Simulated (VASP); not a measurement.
Set up this calculation in VASP 6.6.1, as the native input.

| Property | Result |
| --- | --- |
| Task | single point |
| Functional | PBE |
| Potentials or basis | VASP PAW PBE potentials, release 64 (Mg, Be) |
| Cutoff | 520 eV |
| k mesh | 4 × 4 × 6 |
| Occupations | gaussian, width 0.1 eV |
| Spin | no spin polarisation |
| Dipole correction | no |
| Further INCAR settings | ALGO = Fast; EDIFF = 1e-07; NBANDS = 15 |

The structure of Mg2Be lies in POSCAR:

```
Mg2Be
1.0
    6.5763999834      0.0000000000      0.0000000000
    0.0000000000      6.5763999834      0.0000000000
    0.0000000000      0.0000000000      2.8623465183
Mg Be
4 2
Direct
    0.2709381689      0.2709381689      0.0000000000
    0.2290618311      0.7709381689      0.5000000000
    0.7290618311      0.7290618311      0.0000000000
    0.7709381689      0.2290618311      0.5000000000
    0.0000000000      0.0000000000      0.0000000000
    0.5000000000      0.5000000000      0.5000000000
```

These files were run (other wordings do the same):

INCAR

```
PREC = Accurate
ENCUT = 520
EDIFF = 1E-7
ISMEAR = 0
SIGMA = 0.1
LREAL = F
LASPH = T
NELM = 80
ALGO = Fast
ISIF = 2
LWAVE = F
LCHARG = T
GGA = PE
LELF = T
LVHAR = T
NBANDS = 15
```

KPOINTS

```
Automatic mesh
0
Gamma
  4 4 6
```

Potentials or basis: VASP PAW PBE potentials, release 64 (Mg, Be).

Launch:

```console
$ cat potpaw_PBE.64/Mg/POTCAR potpaw_PBE.64/Be/POTCAR > POTCAR
$ mpirun -np 1 vasp_std > vasp.out
```

Results of the run:

```
Pressure               : -0.1 GPa
Largest force          : 0.018 eV/Å
Band gap on the k mesh : zero (bands 6 and 7 overlap by 2.06 eV)
```

Caveat: the k points lie up to 0.37 Å⁻¹ apart, too coarse for converged energies and pressures of a metal.

It took 51 s on 1 thread of Intel Xeon 8259CL, with other jobs on the host, peak memory 0.25 GiB.
